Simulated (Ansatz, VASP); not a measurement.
# Two plane-wave programs on AlAs

File INCAR:

```
SYSTEM = AlAs
PREC = Accurate
ENCUT = 500
EDIFF = 1E-6
ISMEAR = 0
SIGMA = 0.01
LREAL = .False.
LASPH = .True.
NELM = 120
ALGO = Normal
ISIF = 2
LWAVE = .False.
LCHARG = .False.
GGA = PS
NBANDS = 11
GGA_COMPAT = .False.
```

KPOINTS

```
Automatic mesh
0
Gamma
  8 8 8
  0 0 0
```

The input POSCAR:

```
AlAs
1.0
    0.0000000000      2.8371986272      2.8371986272
    2.8371986272      0.0000000000      2.8371986272
    2.8371986272      2.8371986272      0.0000000000
Al As
1 1
Direct
    0.0000000000      0.0000000000      0.0000000000
    0.2500000000      0.2500000000      0.2500000000
```

Input for Ansatz:

```yaml
crystal:
  lattice:
    - [0.0, 2.8371986272, 2.8371986272]
    - [2.8371986272, 0.0, 2.8371986272]
    - [2.8371986272, 2.8371986272, 0.0]
  atoms:
    - { symbol: Al, position: [0.0, 0.0, 0.0] }
    - { symbol: As, position: [0.25, 0.25, 0.25] }
basis:
  ecutwfc: 420
kpoints:
  mp_grid: { grid: [8, 8, 8] }
  band_path:
    path:
      - [0.0, 0.0, 0.0]
      - [0.0, 0.0, 0.0]
      - [0.0, 0.0, 0.0]
      - [0.0, 0.0, 0.0]
      - [0.0, 0.0, 0.0]
      - [0.0, 0.0, 0.0]
      - [0.0, 0.0, 0.0]
      - [0.0, 0.0, 0.0]
      - [0.0, 0.0, 0.0]
      - [0.0, 0.0, 0.0]
      - [0.0, 0.0, 0.0]
      - [0.0, 0.0, 0.0]
      - [0.0, 0.0, 0.0]
      - [0.0, 0.0, 0.0]
      - [0.0, 0.0, 0.0]
      - [0.0, 0.0, 0.0]
      - [0.0, 0.0, 0.0]
      - [0.0, 0.0, 0.0]
      - [0.0, 0.0, 0.0]
      - [0.0, 0.0, 0.0]
      - [0.0, 0.0, 0.0]
      - [0.0, 0.0, 0.0]
      - [0.0, 0.0, 0.0]
      - [0.0, 0.0, 0.0]
      - [0.0, 0.0, 0.0]
      - [0.0, 0.0, 0.0]
      - [0.3, 0.3, 0.0]
      - [0.3166666667, 0.3166666667, 0.0]
      - [0.3333333333, 0.3333333333, 0.0]
      - [0.35, 0.35, 0.0]
      - [0.3666666667, 0.3666666667, 0.0]
      - [0.3833333333, 0.3833333333, 0.0]
      - [0.4, 0.4, 0.0]
      - [0.4166666667, 0.4166666667, 0.0]
      - [0.4333333333, 0.4333333333, 0.0]
      - [0.45, 0.45, 0.0]
      - [0.4666666667, 0.4666666667, 0.0]
      - [0.4833333333, 0.4833333333, 0.0]
      - [0.5, 0.5, 0.0]
      - [0.5, 0.5, 0.5]
      - [0.5, 0.5, 0.5]
      - [0.5, 0.5, 0.5]
      - [0.5, 0.5, 0.5]
      - [0.5, 0.5, 0.5]
      - [0.5, 0.5, 0.5]
      - [0.5, 0.5, 0.5]
      - [0.5, 0.5, 0.5]
      - [0.5, 0.5, 0.5]
      - [0.5, 0.5, 0.5]
      - [0.5, 0.5, 0.5]
      - [0.5, 0.5, 0.5]
      - [0.5, 0.5, 0.5]
    npoints: 1
hamiltonian:
  xc: pbesol
  pseudopotentials: { kind: paw, azcp: { folder: soft_1 } }
scf:
  occupations: { method: fixed }
  n_extra_bands: 5
output:
  eigenvalues: true
```

Alike in both runs: task single point; functional PBEsol; k mesh 8 × 8 × 8; no spin polarisation.

|  | VASP | Ansatz |
| --- | --- | --- |
| version | VASP 6.6.1 | Ansatz 0.2.0 |
| potentials or method | VASP PAW PBE potentials, release 64 (Al, As), cutoff 500 eV | scalar-relativistic, plane waves, PAW |
| occupations | gaussian, width 0.01 eV | fixed |
| valence electrons in the cell | 8 | 18 |

```tsv
	VASP	Ansatz	Ansatz less VASP
gap on the k mesh at the Fermi level (eV)	1.33	1.34	+0.012
least direct gap on the mesh (eV)	1.92	1.91	-0.014
```

VASP's potentials were made for PBE, not for PBEsol, and Ansatz warns of the same on its side. VASP's potentials hold 8 valence electrons a cell and Ansatz's 18, so a difference there can come from the potentials and not from the codes.
